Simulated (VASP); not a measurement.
# H11C2NO4 in VASP: notebook, part 2 of 2

VASP 6.6.1. Earlier steps stand in the parts before.

### Step 3. Single point, PBE+D3(BJ)

File INCAR:

```
SYSTEM = H11C2NO4
ALGO = Normal ; EDIFF = 1E-6
ENCUT = 1000 ; GGA = PE
GGA_COMPAT = .FALSE. ; ISIF = 2
ISMEAR = -1 ; IVDW = 12
LASPH = .TRUE. ; LCHARG = .TRUE.
LELF = .TRUE. ; LREAL = Auto
LVHAR = .TRUE. ; LWAVE = .FALSE.
NBANDS = 39 ; NELM = 120
PREC = Accurate ; SIGMA = 0.05
```

File KPOINTS:

```
k-points
0
G
  1 1 1
  0 0 0
```

File POSCAR:

```
H11C2NO4
1.0
    5.9154820000      0.0000000000      0.0000000000
    0.0000000000      5.9154820000      0.0000000000
    0.0000000000      0.0000000000      5.9154820000
O H C N
4 11 2 1
Direct
    0.6431935724      0.6346228422      0.4599456139
    0.4066109913      0.2674845431      0.5695901027
    0.3488304081      0.8330682098      0.7307265917
    0.0311386291      0.4669611031      0.7790404907
    0.5987001566      0.7019884432      0.3132458183
    0.5673924796      0.4896304308      0.4737061156
    0.4288238896      0.1539688566      0.6921160440
    0.3327539497      0.1661403078      0.4620079987
    0.2435473559      0.7083953598      0.7743747678
    0.4552291766      0.7653137986      0.6245306807
   -0.0611108275      0.5102711833      0.6432950012
    0.1540026662      0.3946931121      0.6816181674
    0.6908650893      0.9732258504      0.9871723048
    0.9022595285      0.8567011107      0.8350629754
    0.7896905104      0.6795557826      1.0578174357
    0.8372605985      0.8560756334      1.0089963929
    1.0007468538      0.9580284413      1.1545466625
    1.1409552087      1.0059028157      1.2811297541
```

Potentials or basis: VASP PAW PBE potentials, release 64 (O_h, H_h, C_h, N_h).

The run is started by

```
$ cat potpaw_PBE.64/O_h/POTCAR potpaw_PBE.64/H_h/POTCAR potpaw_PBE.64/C_h/POTCAR potpaw_PBE.64/N_h/POTCAR > POTCAR
$ mpirun -np 1 vasp_gam > vasp.out
```

OUTCAR:

```text
SYSTEM = H11C2NO4
   EDIFF = 1E-6
   ENCUT = 1000
   GGA = PE
   ISIF = 2
   ISMEAR = -1
   IVDW = 12
   LASPH = .TRUE.
   LREAL = Auto
   NELM = 120
   PREC = Accurate
 IVDW          = 12

 ion  position               nearest neighbor table
   1  0.643  0.635  0.460-   6 0.97   5 0.99
   2  0.407  0.267  0.570-   8 0.98   7 1.00
   3  0.349  0.833  0.731-  10 0.98   9 1.00
   4  0.031  0.467  0.779-  11 1.00  12 1.02
   5  0.599  0.702  0.313-   1 0.99
   6  0.567  0.490  0.474-   1 0.97
   7  0.429  0.154  0.692-   2 1.00
   8  0.333  0.166  0.462-   2 0.98
   9  0.244  0.708  0.774-   3 1.00
  10  0.455  0.765  0.625-   3 0.98
  11  0.939  0.510  0.643-   4 1.00
  12  0.154  0.395  0.682-   4 1.02
  13  0.691  0.973  0.987-  16 1.12
  14  0.902  0.857  0.835-  16 1.10
  15  0.790  0.680  0.058-  16 1.12
  16  0.837  0.856  0.009-  14 1.10  13 1.12  15 1.12  17 1.43
  17  0.001  0.958  0.155-  18 1.15  16 1.43
  18  0.141  0.006  0.281-  17 1.15

  LATTYP: Found a simple cubic cell.
 ALAT       =     5.9154820000

  Lattice vectors:

 A1 = (   5.9154820000,   0.0000000000,   0.0000000000)
 A2 = (   0.0000000000,   5.9154820000,   0.0000000000)
 A3 = (   0.0000000000,   0.0000000000,   5.9154820000)

Analysis of symmetry for initial positions (statically):
=====================================================================
 Subroutine PRICEL returns:
 Original cell was already a primitive cell.

 Routine SETGRP: Setting up the symmetry group for a
 simple cubic supercell.

 Subroutine GETGRP returns: Found  1 space group operations
 (whereof  1 operations were pure point group operations)
 out of a pool of 48 trial point group operations.

The static configuration has the point symmetry C_1 .

Analysis of symmetry for dynamics (positions and initial velocities):
[... 141 lines left out ...]
  Fermi-wavevector in a.u.,A,eV,Ry     =   1.005769  1.900629 13.763275  1.011572
  Thomas-Fermi vector in A             =   2.138470
   LORBIT       =      0    0 simple, 1 ext, 2 COOP (PROOUT), +10 PAW based schemes
   GGA     = PE    functional components
   LHFCALC =     F    Hartree Fock is set to
   AEXX    =    0.0000 exact exchange contribution
   IVDW    =    12    specifies the selected vdW correction
   LEPSILON=     F    determine dielectric tensor
   LRPA    =     F    only Hartree local field effects (RPA)
 non-spin polarized calculation
  energy-cutoff  :     1000.00
  volume of cell :      207.00
 maximum number of plane-waves:      7398
 NGX is ok and might be reduce to    64
   NGX = 31   NGY = 31   NGZ = 31

 number of electron      48.0000000 magnetization

 Free energy of the ion-electron system (eV)
  ---------------------------------------------------
  ext. energy  EPLUGINS =         0.00000000
  ---------------------------------------------------
  free energy    TOTEN  =       -95.18995643 eV

  energy without entropy =      -95.18995643  energy(sigma->0) =      -95.18995643

 E-fermi :  -1.9206     XC(G=0):  -6.5298

 val. band max:       -3.1113171567   @ k =   0.0000   0.0000   0.0000
 cond. band min:       1.5201838577   @ k =   0.0000   0.0000   0.0000
 fundamental gap:      4.6315010144
 Fermi energy:        -1.9205690745

 k-point     1 :       0.0000    0.0000    0.0000
  band No.  band energies     occupation
      1     -22.4634      2.00000
      2     -21.9832      2.00000
      3     -21.3555      2.00000
      4     -20.8029      2.00000
      5     -19.5329      2.00000
      6     -15.8145      2.00000
[... 28 lines left out ...]
     35       7.3323      0.00000
     36       7.5723      0.00000
 [bands above 36 left out]

------------------------ aborting loop because EDIFF is reached ----------------------------------------

 Edisp (eV)   -0.66503

 E8    (eV) :    -0.1443

  FORCE on cell =-STRESS in cart. coord.  units (eV):
  Direction    XX          YY          ZZ          XY          YZ          ZX
  --------------------------------------------------------------------------------------
  -------------------------------------------------------------------------------------
  Total       1.05620    -0.55569    -0.19420    -0.26598     2.78035     0.05335
  in kB       8.17500    -4.30104    -1.50311    -2.05866    21.51989     0.41293
  external pressure =        0.79 kB  Pullay stress =        0.00 kB

 VOLUME and BASIS-vectors are now :
 -----------------------------------------------------------------------------
  energy-cutoff  :     1000.00
  volume of cell :      207.00
      direct lattice vectors                 reciprocal lattice vectors
     5.915482000  0.000000000  0.000000000     0.169047932  0.000000000  0.000000000
     0.000000000  5.915482000  0.000000000     0.000000000  0.169047932  0.000000000
     0.000000000  0.000000000  5.915482000     0.000000000  0.000000000  0.169047932

 POSITION                                       TOTAL-FORCE (eV/Angst)
 -----------------------------------------------------------------------------------
      3.80480      3.75410      2.72080         0.553513      1.132524     -0.964483
      2.40530      1.58230      3.36940         0.259062     -0.483020      0.802660
      2.06350      4.92800      4.32260        -0.786032     -0.035090      1.055579
      0.18420      2.76230      4.60840         0.389760     -0.263774     -2.531103
      3.54160      4.15260      1.85300         0.183928     -0.541245      0.820970
      3.35640      2.89640      2.80220        -0.507841     -0.910984      0.035513
[... 10 lines left out ...]
      0.00442      5.66720      0.91422        -0.194315     -1.080202     -0.125450
      0.83382      0.03492      1.66302         0.675499      0.759801      0.461259
 -----------------------------------------------------------------------------------
    total drift:                               -0.000563      0.001345     -0.002345

  FREE ENERGIE OF THE ION-ELECTRON SYSTEM (eV)
  ---------------------------------------------------
  free  energy   TOTEN  =       -95.8549912148 eV

  energy  without entropy=      -95.8549912147  energy(sigma->0) =      -95.85499121
```

OSZICAR:

```text
N       E                     dE             d eps       ncg     rms          rms(c)
DAV:   1     0.544069356526E+03    0.54407E+03   -0.33892E+04    78   0.184E+03
DAV:   2     0.641769329921E+01   -0.53765E+03   -0.48312E+03   101   0.315E+02
DAV:   3    -0.100124701623E+03   -0.10654E+03   -0.10492E+03   100   0.146E+02
DAV:   4    -0.104470081409E+03   -0.43454E+01   -0.43155E+01   108   0.324E+01
DAV:   5    -0.104592946370E+03   -0.12286E+00   -0.12275E+00   116   0.521E+00    0.181E+01
DAV:   6    -0.959628636180E+02    0.86301E+01   -0.21686E+01   100   0.222E+01    0.735E+00
DAV:   7    -0.953691072871E+02    0.59376E+00   -0.16881E+00   100   0.662E+00    0.421E+00
DAV:   8    -0.951946915673E+02    0.17442E+00   -0.40646E-01   100   0.361E+00    0.126E+00
DAV:   9    -0.951867969668E+02    0.78946E-02   -0.51266E-02   100   0.130E+00    0.394E-01
DAV:  10    -0.951889176506E+02   -0.21207E-02   -0.12857E-02   100   0.726E-01    0.177E-01
DAV:  11    -0.951899809220E+02   -0.10633E-02   -0.28602E-03    92   0.336E-01    0.756E-02
DAV:  12    -0.951900601685E+02   -0.79246E-04   -0.74627E-04   108   0.184E-01    0.439E-02
DAV:  13    -0.951899787233E+02    0.81445E-04   -0.14285E-04   100   0.906E-02    0.143E-02
DAV:  14    -0.951899630440E+02    0.15679E-04   -0.47422E-05   108   0.385E-02    0.126E-02
DAV:  15    -0.951899573165E+02    0.57275E-05   -0.17627E-05   116   0.294E-02    0.468E-03
DAV:  16    -0.951899564289E+02    0.88765E-06   -0.40845E-06    92   0.125E-02
   1 F= -.95854991E+02 E0= -.95854991E+02  d E =-.112725E-09
```

Wall time 46 s (1 thread of Intel Xeon Platinum 8559C (Emerald Rapids), shared host); peak memory 0.53 GiB.

Results:

| Item | Value |
| --- | --- |
| Free energy | -95.8550 eV |
| Pressure | 0.1 GPa |
| Largest force | 2.574 eV/Å |
| Dispersion energy per atom | -0.037 eV |

Forces on the atoms (eV/Å):
```
O    0.554  1.133 -0.964
O    0.259 -0.483  0.803
O   -0.786 -0.035  1.056
O    0.390 -0.264 -2.531
H    0.184 -0.541  0.821
H   -0.508 -0.911  0.036
H   -0.065  0.465 -0.345
H   -0.489 -0.183 -0.719
H    0.379  0.609 -0.229
H    0.322 -0.272 -0.171
H   -0.122  0.126  1.187
H   -0.218 -0.049  1.240
H   -0.017 -0.616  0.508
H    0.268 -0.235 -0.041
H    0.309  0.819 -0.209
C   -0.939  0.758 -0.776
C   -0.194 -1.080 -0.125
N    0.675  0.760  0.461
```

Levels at points of the mesh, in eV from the Fermi level:
| k point | band 22 | band 23 | band 24 | band 25 | band 26 | band 27 |
| --- | --- | --- | --- | --- | --- | --- |
| (0.00, 0.00, 0.00) | -2.12 | -1.72 | -1.19 | 3.44 | 4.60 | 4.88 |

Caveat: the k points lie up to 1.06 Å⁻¹ apart, too coarse for converged energies, forces and pressures.
